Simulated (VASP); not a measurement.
Set up this calculation in VASP 6.6.1, as the native input.

- Task: electric field gradients
- Functional: PBE
- Potentials or basis: VASP PAW PBE potentials, release 64 (Te, Br)
- Cutoff: 520 eV
- k mesh: 4 × 4 × 3
- Occupations: fermi-dirac, width 0.02 eV
- Spin: no spin polarisation
- Dipole correction: no
- Further INCAR settings: ALGO = Normal; EDIFF = 1e-08; NBANDS = 61

The structure of TeBr6 lies in POSCAR:

```
TeBr6
1.0
    7.4280410000      0.0000000000      0.0000000000
    0.0000000000      7.4280410000      0.0000000000
    0.0000000000      0.0000000000     11.0806000000
Te Br
2 12
Direct
    0.5000000000      0.5000000000      0.5000000000
    0.0000000000      0.0000000000      0.0000000000
    0.5000000000      0.5000000000      0.2683740000
    0.0000000000      0.0000000000      0.7683740000
    0.5000000000      0.5000000000      0.7316260000
    0.0000000000      0.0000000000      0.2316260000
    0.7809720000      0.7052570000      0.5000000000
    0.2190280000      0.2947430000      0.5000000000
    0.7190280000      0.2052570000      0.0000000000
    0.2809720000      0.7947430000      0.0000000000
    0.7052570000      0.2190280000      0.5000000000
    0.2947430000      0.7809720000      0.5000000000
    0.2052570000      0.2809720000      0.0000000000
    0.7947430000      0.7190280000      0.0000000000
```

One way to write it, as run:

INCAR

```
SYSTEM = TeBr6
PREC = Accurate ; ENCUT = 520
EDIFF = 1E-8 ; ISMEAR = -1
SIGMA = 0.02 ; LREAL = .FALSE.
LASPH = .TRUE. ; NELM = 100
ALGO = Normal ; ISIF = 2
LWAVE = .FALSE. ; LCHARG = .FALSE.
GGA = PE ; LEFG = .TRUE.
NBANDS = 61
```

KPOINTS

```
Automatic mesh
0
G
  4 4 3
  0 0 0
```

Potentials or basis: VASP PAW PBE potentials, release 64 (Te, Br).

Command:

```bash
$ cat potpaw_PBE.64/Te/POTCAR potpaw_PBE.64/Br/POTCAR > POTCAR
$ mpirun -np 1 vasp_std > vasp.out
```

Results of the run:

The pressure is 0.2 GPa and the largest force is 0.107 eV/Å.

Caveat: without QUAD_EFG the Cq values of the log hold for a quadrupole moment of 1 mb, not for the nuclei.

It took 13 min on 1 thread of AMD EPYC 7R43 64-Core Processor (Zen 3), on a shared host, peak memory 0.69 GiB.
